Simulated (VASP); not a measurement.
Wanted: the native input for a VASP 6.6.1 run.

```yaml
Task: single point
Functional: PBE
Potentials_or_basis: VASP PAW PBE potentials, release 64 (Zn, S, O)
Cutoff: 520 eV
k_mesh: 10 × 10 × 4
Occupations: gaussian, width 0.01 eV
Spin: no spin polarisation
Dipole_correction: no
Further_INCAR_settings: ALGO = Normal; EDIFF = 1e-06; NBANDS = 46
```

The structure of Zn4SO3 lies in POSCAR:

```
Zn4SO3
1.0
    3.4195402483      0.0000000000      0.0000000000
    0.0000000000      3.4195402483      0.0000000000
    0.0000000000      0.0000000000      8.9928076288
Zn S O
4 1 3
Direct
    0.5000000000      0.0000000000      0.6624971354
    0.0000000000      0.5000000000      0.8888889259
    0.5000000000      0.0000000000      0.1111110741
    0.0000000000      0.5000000000      0.3375028646
    0.5000000000      0.5000000000      0.5000000000
    0.0000000000      0.0000000000      0.7775634815
    0.5000000000      0.5000000000      0.0000000000
    0.0000000000      0.0000000000      0.2224365185
```

This cell differs from its parent crystal: volume scaled by 0.94, then relaxed in part.

The input as run:

INCAR

```
SYSTEM = Zn4SO3
PREC     = Accurate       ! precision mode
ENCUT    = 520            ! plane-wave cutoff, eV
EDIFF    = 1E-6           ! SCF threshold, eV
ISMEAR   = 0              ! smearing method
SIGMA    = 0.01           ! smearing width, eV
LREAL    = .FALSE.        ! projectors in reciprocal space
LASPH    = .TRUE.         ! aspherical terms in the spheres
NELM     = 60             ! most SCF steps
ALGO     = Normal         ! electronic algorithm
ISIF     = 2              ! what is computed and relaxed
LWAVE    = .FALSE.        ! write WAVECAR
LCHARG   = .TRUE.         ! write CHGCAR
GGA      = PE             ! functional
LELF     = .TRUE.         ! ELF
LVHAR    = .TRUE.       
NBANDS   = 46             ! bands
```

KPOINTS

```
Automatic mesh
0
G
  10 10 4
  0 0 0
```

Potentials or basis: VASP PAW PBE potentials, release 64 (Zn, S, O).

Command:

```sh
$ cat potpaw_PBE.64/Zn/POTCAR potpaw_PBE.64/S/POTCAR potpaw_PBE.64/O/POTCAR > POTCAR
$ mpirun -np 1 vasp_std > vasp.out
```

It gave:

The pressure is 8.2 GPa, the largest force is 0.038 eV/Å and the band gap on the k mesh is 0.33 eV, indirect (least direct gap 0.42 eV).

It took 7.5 min on 1 thread of Oxide Virtual Turin-like Processor, with other jobs on the host, peak memory 0.34 GiB.
